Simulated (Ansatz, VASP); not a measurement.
**HfO2: VASP beside Ansatz**

Contents of POSCAR:

```
HfO2
1.0
    5.2881483861      0.0000000000      0.0000000000
    0.0000000000      5.0706233964      0.0000000000
    0.0000000000      0.0000000000      5.0989121849
Hf O
4 8
Direct
    0.9669940000      0.7325208200      0.7414403500
    0.5330060000      0.7325208200      0.2414403500
    0.4669940000      0.2674791800      0.7414403500
    0.0330060000      0.2674791800      0.2414403500
    0.6321274500      0.9286454000      0.8792672600
    0.8678725500      0.9286454000      0.3792672600
    0.2339485200      0.5398830500      0.4922923900
    0.2660514800      0.5398830500      0.9922923900
    0.7660514800      0.4601169500      0.9922923900
    0.7339485200      0.4601169500      0.4922923900
    0.1321274500      0.0713546000      0.8792672600
    0.3678725500      0.0713546000      0.3792672600
```

The input INCAR.step1:

```
SYSTEM = HfO2
PREC = Accurate
ENCUT = 520
ISMEAR = -1
SIGMA = 0.05
LREAL = .False.
LASPH = .True.
NELM = 100
NBANDS = 56
GGA = PE
ALGO = Normal
EDIFF = 1E-4
LWAVE = .True.
LCHARG = .False.
```

Contents of INCAR.step2:

```
SYSTEM = HfO2
PREC = Accurate
ENCUT = 520
EDIFF = 1E-6
ISMEAR = -1
SIGMA = 0.05
LREAL = .False.
LASPH = .True.
NELM = 100
ALGO = Normal
ISIF = 2
LWAVE = .False.
LCHARG = .False.
METAGGA = R2SCAN
LMIXTAU = .True.
IVDW = 13
VDW_S6 = 1.0
VDW_S8 = 0.6018749
VDW_A1 = 0.51559235
VDW_A2 = 5.77342911
NBANDS = 56
ISTART = 1
```

Contents of KPOINTS:

```
Automatic mesh
0
Gamma
  5 6 5
  0 0 0
```

File input.yaml:

```yaml
crystal:
  lattice:
    - [5.2881483861, 0.0, 0.0]
    - [0.0, 5.0706233964, 0.0]
    - [0.0, 0.0, 5.0989121849]
  atoms:
    - { symbol: Hf, position: [0.966994, 0.73252082, 0.74144035] }
    - { symbol: Hf, position: [0.533006, 0.73252082, 0.24144035] }
    - { symbol: Hf, position: [0.466994, 0.26747918, 0.74144035] }
    - { symbol: Hf, position: [0.033006, 0.26747918, 0.24144035] }
    - { symbol: O, position: [0.63212745, 0.9286454, 0.87926726] }
    - { symbol: O, position: [0.86787255, 0.9286454, 0.37926726] }
    - { symbol: O, position: [0.23394852, 0.53988305, 0.49229239] }
    - { symbol: O, position: [0.26605148, 0.53988305, 0.99229239] }
    - { symbol: O, position: [0.76605148, 0.46011695, 0.99229239] }
    - { symbol: O, position: [0.73394852, 0.46011695, 0.49229239] }
    - { symbol: O, position: [0.13212745, 0.0713546, 0.87926726] }
    - { symbol: O, position: [0.36787255, 0.0713546, 0.37926726] }
hamiltonian:
  xc: r2scan
  pseudopotentials: { kind: paw }
  dispersion: d4
kpoints:
  mp_grid: { grid: [5, 6, 5] }
scf:
  occupations: { method: fermi_dirac, width: 0.05 }
output:
  forces: true
  stress: true
  eigenvalues: true
  write_density: true
  write_potential: true
  elf: true
  volumetric_format: npy
```

Alike in both runs: task single point; functional r2SCAN; dispersion D4; k mesh 5 × 6 × 5; occupations fermi-dirac, width 0.05 eV; no spin polarisation.

|  | VASP | Ansatz |
| --- | --- | --- |
| version | VASP 6.6.1 | Ansatz 0.2.0 |
| potentials or method | VASP PAW PBE potentials, release 64 (Hf_pv, O) | Ansatz PAW |
| plane-wave cutoff (eV) | 520 | 500 |
| valence electrons in the cell | 88 | 152 |

|  | VASP | Ansatz | Ansatz less VASP |
| --- | --- | --- | --- |
| gap on the k mesh at the Fermi level (eV) | 4.81 | 4.86 | +0.049 |
| least direct gap on the mesh (eV) | 5.02 | 5.06 | +0.042 |
| pressure (GPa) | -10.7 | -7.3 | +3.39 |
| traceless stress, the component that is largest in VASP (GPa) | 0.45 | 0.34 | -0.113 |
| rms of the force components (eV/Å) | 0.082 | 0.058 | -0.0241 |

VASP's potentials were made for PBE, not for r2SCAN. Atom by atom the forces differ by 0.029 eV/Å (rms over components). VASP's potentials hold 88 valence electrons a cell and Ansatz's 152, so a difference there can come from the potentials and not from the codes.

Neither program's run includes spin-orbit coupling. Noted on Ansatz's run: odd divisions of the mesh miss points on the zone boundary, where band edges often lie, so the gap on the mesh can be too wide.
